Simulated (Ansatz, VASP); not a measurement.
## One calculation of CaI4, two programs

INCAR

```
SYSTEM = CaI4
PREC = Accurate
ENCUT = 600
EDIFF = 1E-6
ISMEAR = 0
SIGMA = 0.1
LREAL = .False.
LASPH = .True.
NELM = 60
ALGO = Normal
ISIF = 3
LWAVE = .False.
LCHARG = .False.
GGA = PE
IBRION = 2
NSW = 100
EDIFFG = -0.01
```

KPOINTS

```
Automatic mesh
0
Gamma
  8 8 4
  0 0 0
```

Contents of POSCAR:

```
CaI4
1.0
    5.0912021081      0.0000000000      0.0000000000
    0.0000000000      5.0912021081      0.0000000000
    0.0000000000      0.0000000000      9.1805957336
Ca I
1 4
Direct
    0.0000000000      0.0000000000      0.0000000000
    0.5000000000      0.0000000000      0.2255735833
    0.0000000000      0.5000000000      0.7744264167
    0.5000000000      0.0000000000      0.7744264167
    0.0000000000      0.5000000000      0.2255735833
```

Input for Ansatz:

```yaml
crystal:
  lattice:
    - [5.0912021081, 0.0, 0.0]
    - [0.0, 5.0912021081, 0.0]
    - [0.0, 0.0, 9.1805957336]
  atoms:
    - { symbol: Ca, position: [0.0, 0.0, 0.0] }
    - { symbol: I, position: [0.5, 0.0, 0.2255735833] }
    - { symbol: I, position: [0.0, 0.5, 0.7744264167] }
    - { symbol: I, position: [0.5, 0.0, 0.7744264167] }
    - { symbol: I, position: [0.0, 0.5, 0.2255735833] }
basis:
  ecutwfc: 420
kpoints:
  mp_grid: { grid: [8, 8, 4] }
hamiltonian:
  xc: pbe
scf:
  occupations: { method: gaussian, width: 0.1 }
output:
  forces: true
  stress: true
  eigenvalues: true
  write_density: true
  write_potential: true
  elf: true
  volumetric_format: npy
relax:
  adjacent_minimum: "off"
  f_tol: 0.01
  max_steps: 80
  cell: { stress_tol: 0.05 }
```

Change from the starting cell: ordered vacancies on the cation sites of fluorite (P4/mmm, No. 123).

Alike in both runs: task relaxation of cell and atoms; functional PBE; k mesh 8 × 8 × 4; occupations gaussian, width 0.1 eV; no spin polarisation.

```csv
,VASP,Ansatz
version,VASP 6.6.1,Ansatz 0.2.0
potentials or method,"VASP PAW PBE potentials, release 64 (Ca_sv, I), cutoff 600 eV","scalar-relativistic, plane waves, PAW"
valence electrons in the cell,38,78
```

|  | VASP | Ansatz | Ansatz less VASP |
| --- | --- | --- | --- |
| gap on the k mesh at the Fermi level, each at its own relaxed structure (eV) | none | none | - |
| relaxed volume (Å³/atom) | 47.59 | 47.59 | 0.000 |
| relaxed length of the cell vector where the two differ most in proportion (Å) | 9.181 | 9.181 | 0.0000 |

A gap of «none» marks a metal or a gap that the smearing closes. VASP's potentials hold 38 valence electrons a cell and Ansatz's 78, so a difference there can come from the potentials and not from the codes.

Spin-orbit coupling is off throughout. Noted on VASP's run: the relaxation stopped at its first step, so nothing moved.
